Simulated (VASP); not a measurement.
# W8C8N (a cell with a defect) in VASP: single point with PBE+D3(BJ)

Aim: the single point of W8C8N (a cell with a defect) with PBE+D3(BJ).

Program: VASP 6.6.1. These are calculated values, not measurements. Logs are shortened: lines on timing, memory, paths and dates and some standing lists are left out, and cuts for length are marked.

### 1 The cell of the first run

The cell holds a defect, 17 atoms: a = 5.720 Å, b = 4.953 Å, c = 5.611 Å, α = 90.00°, β = 90.00°, γ = 90.00°.

### 2 Single point, PBE+D3(BJ)

INCAR

```
SYSTEM = W8C8N
PREC = Accurate
ENCUT = 520
EDIFF = 1E-6
ISMEAR = -1
SIGMA = 0.15
LREAL = Auto
LASPH = .True.
NELM = 100
ALGO = Normal
ISIF = 2
LWAVE = .False.
LCHARG = .True.
GGA = PE
IVDW = 12
LELF = .True.
LVHAR = .True.
NBANDS = 88
```

KPOINTS

```
Automatic mesh
0
Gamma
  2 2 2
  0 0 0
```

POSCAR

```
W8C8N
1.0
   -2.8598000000     -4.9533190000      0.0000000000
    4.2897000000     -2.4766590000      0.0000000000
    0.0000000000      0.0000000000      5.6110000000
W C N
8 8 1
Direct
    0.7497881540      0.5060095537      0.0067908411
    0.7496628675      0.4609447956      0.5066064724
    0.5011721400     -0.0011147504      0.0068626260
    0.4792539029      0.0171355525      0.5066816792
    0.2497288829      0.4989285668      0.0068322834
    0.2496542746      0.5093362268      0.5068259128
   -0.0018897690     -0.0009768281      0.0068348331
    0.0201692063      0.0172891149      0.5067814245
    0.4922536318      0.6628737793      0.2493598572
    0.4921337609      0.6627788977      0.7642242552
    0.2496123403      0.1752649271      0.2498789725
    0.2497375184      0.1749292546      0.7636523716
    0.0073034268      0.6628550234      0.2492206176
    0.0075366123      0.6628467540      0.7645179211
    0.7495693553      0.1666744746      0.2448791122
    0.7496447603      0.1669621410      0.7686259939
    0.7497765346      0.8236530165      0.5080349261
```

Potentials or basis: VASP PAW PBE potentials, release 64 (W_sv, C, N).

Run with:

```console
$ cat potpaw_PBE.64/W_sv/POTCAR potpaw_PBE.64/C/POTCAR potpaw_PBE.64/N/POTCAR > POTCAR
$ mpirun -np 1 vasp_std > vasp.out
```

OUTCAR:

```text
SYSTEM = W8C8N
   PREC = Accurate
   ENCUT = 520
   EDIFF = 1E-6
   ISMEAR = -1
   LREAL = Auto
   LASPH = .True.
   NELM = 100
   ISIF = 2
   GGA = PE
   IVDW = 12
 IVDW          = 12

 ion  position               nearest neighbor table
   1  0.750  0.506  0.007-  16 2.15  15 2.15  13 2.15  14 2.15   9 2.15  10 2.15   2 2.81   2 2.82
                             7 2.83   3 2.83   5 2.86   5 2.86   7 2.89   3 2.89
   2  0.750  0.461  0.507-  17 1.80  15 2.07  16 2.07   9 2.29  13 2.29  10 2.29  14 2.30   8 2.69
                             4 2.69   1 2.81   1 2.82   6 2.87   6 2.87   4 3.16   8 3.16
   3  0.501  0.999  0.007-  15 2.12  16 2.12   9 2.15  10 2.15  12 2.17  11 2.17   4 2.81   4 2.81
                             1 2.83   7 2.84   5 2.86   5 2.86   7 2.88   1 2.89
   4  0.479  0.017  0.507-  17 1.82  12 2.10  11 2.10  15 2.26  16 2.26   9 2.27  10 2.27   8 2.63
                             2 2.69   6 2.77   3 2.81   3 2.81   6 2.84   8 3.09   2 3.16
   5  0.250  0.499  0.007-  14 2.10  11 2.10  13 2.11  10 2.11   9 2.11  12 2.11   6 2.81   6 2.81
                             1 2.86   1 2.86   3 2.86   7 2.86   3 2.86   7 2.86
   6  0.250  0.509  0.507-  14 2.14  10 2.14  13 2.14   9 2.14  11 2.19  12 2.20   8 2.77   4 2.77
                             5 2.81   5 2.81   4 2.84   8 2.84   2 2.87   2 2.87
   7  0.998  0.999  0.007-  15 2.12  16 2.12  14 2.15  13 2.15  11 2.17  12 2.17   8 2.81   8 2.81
                             1 2.83   3 2.84   5 2.86   5 2.86   3 2.88   1 2.89
   8  0.020  0.017  0.507-  17 1.82  12 2.10  11 2.10  16 2.26  15 2.26  13 2.28  14 2.28   4 2.63
                             2 2.69   6 2.77   7 2.81   7 2.81   6 2.84   4 3.09   2 3.16
   9  0.492  0.663  0.249-   5 2.11   6 2.14   3 2.15   1 2.15   4 2.27   2 2.29
  10  0.492  0.663  0.764-   5 2.11   6 2.14   1 2.15   3 2.15   4 2.27   2 2.29
  11  0.250  0.175  0.250-   8 2.10   4 2.10   5 2.10   7 2.17   3 2.17   6 2.19
  12  0.250  0.175  0.764-   8 2.10   4 2.10   5 2.11   3 2.17   7 2.17   6 2.20
  13  0.007  0.663  0.249-   5 2.11   6 2.14   1 2.15   7 2.15   8 2.28   2 2.29
  14  0.008  0.663  0.765-   5 2.10   6 2.14   7 2.15   1 2.15   8 2.28   2 2.30
  15  0.750  0.167  0.245-   2 2.07   3 2.12   7 2.12   1 2.15   4 2.26   8 2.26
  16  0.750  0.167  0.769-   2 2.07   7 2.12   3 2.12   1 2.15   8 2.26   4 2.26
  17  0.750  0.824  0.508-   2 1.80   8 1.82   4 1.82

  LATTYP: Found a simple orthorhombic cell.
 ALAT       =     4.9533186746
 B/A-ratio  =     1.1327758960
 C/A-ratio  =     1.1547006084

  Lattice vectors:

 A1 = (   4.2897000000,  -2.4766590000,   0.0000000000)
 A2 = (   0.0000000000,   0.0000000000,   5.6110000000)
 A3 = (  -2.8598000000,  -4.9533190000,   0.0000000000)

Analysis of symmetry for initial positions (statically):
=====================================================================
 Subroutine PRICEL returns:
 Original cell was already a primitive cell.

 Routine SETGRP: Setting up the symmetry group for a
 simple orthorhombic supercell.

 Subroutine GETGRP returns: Found  1 space group operations
[... 146 lines left out ...]
   EFERMI_NEDOS =   21; number of points for ismear=-14 and -15
   IALGO  =     38    algorithm
   IMIX   =      4    mixing-type and parameters
     AMIX     =   0.40;   BMIX     =  1.00
     AMIX_MAG =   1.60;   BMIX_MAG =  1.00
  volume/ion in A,a.u.               =       9.35        63.10
  Fermi-wavevector in a.u.,A,eV,Ry     =   1.602149  3.027622 34.924534  2.566881
  Thomas-Fermi vector in A             =   2.699015
   LORBIT       =      0    0 simple, 1 ext, 2 COOP (PROOUT), +10 PAW based schemes
   GGA     = PE    functional components
   LHFCALC =     F    Hartree Fock is set to
   AEXX    =    0.0000 exact exchange contribution
   IVDW    =    12    specifies the selected vdW correction
   LEPSILON=     F    determine dielectric tensor
   LRPA    =     F    only Hartree local field effects (RPA)
 non-spin polarized calculation
  energy-cutoff  :      520.00
  volume of cell :      158.97
 maximum number of plane-waves:      4320
 NGX is ok and might be reduce to    48
   NGX = 21   NGY = 19   NGZ = 21

 number of electron     149.0000014 magnetization

 Free energy of the ion-electron system (eV)
  ---------------------------------------------------
  ext. energy  EPLUGINS =         0.00000000
  ---------------------------------------------------
  free energy    TOTEN  =      -179.39005192 eV

  energy without entropy =     -179.06003451  energy(sigma->0) =     -179.22504321

 E-fermi :  12.5744     XC(G=0): -14.2228

 val. band max:       12.4514861141   @ k =   0.5000  -0.0000   0.0000
 cond. band min:      12.5958980684   @ k =   0.0000   0.0000   0.5000
 fundamental gap:      0.1444119543
 Fermi energy:        12.5744211359

 k-point     1 :       0.0000    0.0000    0.0000
  band No.  band energies     occupation
      1     -61.8628      2.00000
      2     -61.7925      2.00000
      3     -61.7605      2.00000
      4     -61.7393      2.00000
      5     -61.5927      2.00000
      6     -61.5496      2.00000
[... 701 lines left out ...]
     85      16.2196      0.00000
     86      16.5434      0.00000
 [bands above 86 left out]

------------------------ aborting loop because EDIFF is reached ----------------------------------------

 Edisp (eV)   -8.19808

 E8    (eV) :    -3.7146

  FORCE on cell =-STRESS in cart. coord.  units (eV):
  Direction    XX          YY          ZZ          XY          YZ          ZX
  --------------------------------------------------------------------------------------
  -------------------------------------------------------------------------------------
  Total      53.25682    49.92357    35.65148    -2.91469    -0.02720     0.02019
  in kB     536.76424   503.16915   359.32374   -29.37659    -0.27418     0.20354
  external pressure =      466.42 kB  Pullay stress =        0.00 kB

 VOLUME and BASIS-vectors are now :
 -----------------------------------------------------------------------------
  energy-cutoff  :      520.00
  volume of cell :      158.97
      direct lattice vectors                 reciprocal lattice vectors
    -2.859800000 -4.953319000  0.000000000    -0.087418687 -0.151413636  0.000000000
     4.289700000 -2.476659000  0.000000000     0.174837410 -0.100942424  0.000000000
     0.000000000  0.000000000  5.611000000     0.000000000  0.000000000  0.178221351

 POSITION                                       TOTAL-FORCE (eV/Angst)
 -----------------------------------------------------------------------------------
      0.02639     -4.96715      0.03810         0.003421      0.019049      0.003898
     -0.16657     -4.85492      2.84257        -0.101175      0.049152      0.018752
      2.85167     -4.95636      0.03851         0.024050      0.003273     -0.016400
     -1.29706     -2.41634      2.84299         0.099914      0.096843      0.008352
      1.42608     -2.47266      0.03834         0.046292     -0.047940      0.000762
      1.47094     -2.49807      2.84380         0.021075     -0.022973     -0.007473
[... 9 lines left out ...]
     -1.42762     -4.12674      4.31276         0.018982     -0.012524      0.023227
      1.38901     -5.75379      2.85058         0.025413     -0.012599     -0.039175
 -----------------------------------------------------------------------------------
    total drift:                                0.024238     -0.009235      0.021470

  FREE ENERGIE OF THE ION-ELECTRON SYSTEM (eV)
  ---------------------------------------------------
  free  energy   TOTEN  =      -187.5881294682 eV

  energy  without entropy=     -187.2581120517  energy(sigma->0) =     -187.42312076
```

It took 4.6 min on 1 thread of AMD EPYC 7R13 (Zen 3), shared host; peak memory 0.28 GiB.

What came out:

```
Free energy                : -187.5881 eV
Pressure                   : 46.6 GPa
Largest force              : 0.139 eV/Å
Dispersion energy per atom : -0.482 eV
```

Forces on the atoms (eV/Å):
```
W    0.003  0.019  0.004
W   -0.101  0.049  0.019
W    0.024  0.003 -0.016
W    0.100  0.097  0.008
W    0.046 -0.048  0.001
W    0.021 -0.023 -0.007
W   -0.012 -0.028 -0.003
W   -0.050 -0.119 -0.004
C   -0.033 -0.016  0.011
C   -0.029 -0.007 -0.001
C   -0.035  0.014  0.016
C   -0.013  0.009 -0.016
C    0.013  0.044  0.032
C    0.007  0.048 -0.034
C    0.014 -0.016  0.008
C    0.019 -0.013  0.023
N    0.025 -0.013 -0.039
```

Stress tensor (GPa, compression positive):
```
53.68 -2.94  0.02
-2.94 50.32 -0.03
 0.02 -0.03 35.93
```

Levels at points of the mesh, in eV from the Fermi level:
```csv
k point,band 72,band 73,band 74,band 75,band 76,band 77
"(0.00, 0.00, 0.00)",-1.03,-0.64,-0.26,0.38,0.56,0.66
"(0.50, 0.00, 0.00)",-1.24,-0.96,-0.12,0.02,0.04,0.54
"(0.00, 0.50, 0.00)",-0.92,-0.34,-0.19,0.68,0.90,1.79
"(0.50, 0.50, 0.00)",-1.91,-0.87,-0.49,-0.14,1.37,1.75
"(0.00, 0.00, 0.50)",-1.27,-0.56,0.02,0.39,0.40,0.65
"(0.50, 0.00, 0.50)",-1.62,-1.32,-1.14,-0.24,0.08,0.25
"(0.00, 0.50, 0.50)",-1.54,-1.29,-1.02,-0.60,0.18,0.77
"(0.50, 0.50, 0.50)",-1.82,-1.80,-1.78,-0.32,0.76,1.43
```

Caveat: the k points lie up to 0.63 Å⁻¹ apart; spin-orbit coupling is left out, which moves the levels of the heavy elements.
